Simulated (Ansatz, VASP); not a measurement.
**B2Ru: VASP beside Ansatz**

```
CELL_PARAMETERS angstrom
2.87699 0.00000 0.00000
0.00000 4.65210 0.00000
0.00000 0.00000 4.05118
ATOMIC_POSITIONS crystal
B 0.00000 0.80422 0.36365
B 0.00000 0.19578 0.36365
B 0.50000 0.30422 0.63635
B 0.50000 0.69578 0.63635
Ru 0.00000 0.00000 0.84811
Ru 0.50000 0.50000 0.15189
```

Alike in both runs: task relaxation of cell and atoms; functional LDA; k mesh 12 × 8 × 10; occupations gaussian, width 0.1 eV; no spin polarisation.

|  | VASP | Ansatz |
| --- | --- | --- |
| version | VASP 6.6.1 | Ansatz 0.2.0 |
| potentials or method | VASP PAW LDA potentials, release 64 (B, Ru_pv), cutoff 600 eV | scalar-relativistic, plane waves, PAW |
| valence electrons in the cell | 40 | 44 |

|  | VASP | Ansatz | Ansatz less VASP |
| --- | --- | --- | --- |
| gap on the k mesh at the Fermi level, each at its own relaxed structure (eV) | none | none | - |
| relaxed volume (Å³/atom) | 8.70 | 8.68 | -0.019 |
| relaxed cell length with the largest relative difference (Å) | 2.835 | 2.833 | -0.0023 |

LDA's correlation is that of Perdew and Zunger in VASP and of Perdew and Wang (1992) in Ansatz. A gap of «none» marks a metal or a gap that the smearing closes. VASP's potentials hold 40 valence electrons a cell and Ansatz's 44, so a difference there can come from the potentials and not from the codes.
